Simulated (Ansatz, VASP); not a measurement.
Hf: VASP beside Ansatz

File POSCAR:

```
Hf
1.0
    3.1967000000      0.0000000000      0.0000000000
   -1.5983500000      2.7684234083      0.0000000000
    0.0000000000      0.0000000000      5.0578000000
Hf
2
Direct
    0.6666666667      0.3333333333      0.7500000000
    0.3333333333      0.6666666667      0.2500000000
```

Contents of INCAR.step1:

```
SYSTEM = Hf
ALGO = Normal ; EDIFF = 1E-5
ENCUT = 520 ; GGA = PE
ISIF = 2 ; ISMEAR = -1
LASPH = .True. ; LCHARG = .False.
LREAL = .False. ; LWAVE = .True.
NBANDS = 17 ; NELM = 60
PREC = Accurate ; SIGMA = 0.05
```

File INCAR.step2:

```
SYSTEM = Hf
ALGO = Normal ; EDIFF = 1E-6
ENCUT = 520 ; GGA = PE
HFSCREEN = 0.2079 ; ISIF = 2
ISMEAR = -1 ; ISTART = 1
LASPH = .True. ; LCHARG = .False.
LHFCALC = .True. ; LREAL = .False.
LWAVE = .False. ; NBANDS = 17
NELM = 60 ; PREC = Accurate
PRECFOCK = Normal ; SIGMA = 0.05
```

Contents of KPOINTS:

```
k-points
0
Gamma
  5 5 3
  0 0 0
```

The input input.yaml:

```yaml
crystal:
  lattice:
    - [3.1967, 0.0, 0.0]
    - [-1.59835, 2.7684234083, 0.0]
    - [0.0, 0.0, 5.0578]
  atoms:
    - { symbol: Hf, position: [0.6666666667, 0.3333333333, 0.75] }
    - { symbol: Hf, position: [0.3333333333, 0.6666666667, 0.25] }
hamiltonian:
  xc: hse06
  pseudopotentials: { kind: paw }
kpoints:
  mp_grid: { grid: [5, 5, 3] }
  band_path:
    path:
      - [[0.0, 0.0, 0.0], [0.5, 0.0, 0.0], [0.3333333333, 0.3333333333, 0.0], [0.0, 0.0, 0.0], [0.0, 0.0, 0.5], [0.5, 0.0, 0.5], [0.3333333333, 0.3333333333, 0.5], [0.0, 0.0, 0.5]]
      - [[0.5, 0.0, 0.5], [0.5, 0.0, 0.0]]
      - [[0.3333333333, 0.3333333333, 0.0], [0.3333333333, 0.3333333333, 0.5]]
    npoints: 4
scf:
  occupations: { method: fermi_dirac, width: 0.05 }
  n_extra_bands: 6
output:
  forces: true
  stress: true
  eigenvalues: true
  fatbands: false
  write_density: true
  write_potential: true
  elf: true
  volumetric_format: npy
```

Alike in both runs: functional HSE06; k mesh 5 × 5 × 3; occupations fermi-dirac, width 0.05 eV; no spin polarisation.

|  | VASP | Ansatz |
| --- | --- | --- |
| version | VASP 6.6.1 | Ansatz 0.2.0 |
| potentials or method | VASP PAW PBE potentials, release 64 (Hf_pv) | Ansatz PAW |
| plane-wave cutoff (eV) | 520 | 420 |
| valence electrons in the cell | 20 | 52 |
| task | single point | band structure |

```csv
,VASP,Ansatz,Ansatz less VASP
gap on the k mesh at the Fermi level (eV),none,none,-
pressure (GPa),-1.3,0.7,+1.98
"traceless stress, the component that is largest in VASP (GPa)",-2.14,-2.10,+0.044
```

A gap of «none» marks a metal or a gap that the smearing closes. With one functional, cell and mesh, what is left measures potentials, basis and numerics. VASP's potentials hold 20 valence electrons a cell and Ansatz's 52, so a difference there can come from the potentials and not from the codes.

The k mesh is coarse, so the values compare programs but aren't converged. Neither program's run includes spin-orbit coupling.
